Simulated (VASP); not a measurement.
Input of a VASP 6.6.1 run:

INCAR

```
SYSTEM = KBe2
PREC = Accurate
ENCUT = 520
EDIFF = 1E-6
ISMEAR = 0
SIGMA = 0.1
LREAL = .FALSE.
LASPH = .TRUE.
NELM = 80
ALGO = Normal
ISIF = 2
LWAVE = .FALSE.
LCHARG = .FALSE.
GGA = PE
NBANDS = 22
```

File KPOINTS:

```
Automatic mesh
0
G
  10 10 10
  0 0 0
```

POSCAR

```
KBe2
1.0
    0.0000000000      3.8506093070      3.8506093070
    3.8506093070      0.0000000000      3.8506093070
    3.8506093070      3.8506093070      0.0000000000
K Be
2 4
Direct
    0.0000000000      0.0000000000      0.0000000000
    0.2500000000      0.2500000000      0.2500000000
    0.6250000000      0.6250000000      0.6250000000
    0.1250000000      0.6250000000      0.6250000000
    0.6250000000      0.6250000000      0.1250000000
    0.6250000000      0.1250000000      0.6250000000
```

Potentials or basis: VASP PAW PBE potentials, release 64 (K_sv, Be).

Run with:

```bash
$ cat potpaw_PBE.64/K_sv/POTCAR potpaw_PBE.64/Be/POTCAR > POTCAR
$ mpirun -np 1 vasp_std > vasp.out
```

**Question.** Predict the band gap on the k mesh.

**Answer.** Zero (band 13 reaches 2.61 eV, above the bottom of band 14 at 1.32 eV).

**Question.** What does it give for the pressure?

**Answer.** 0.1 GPa.
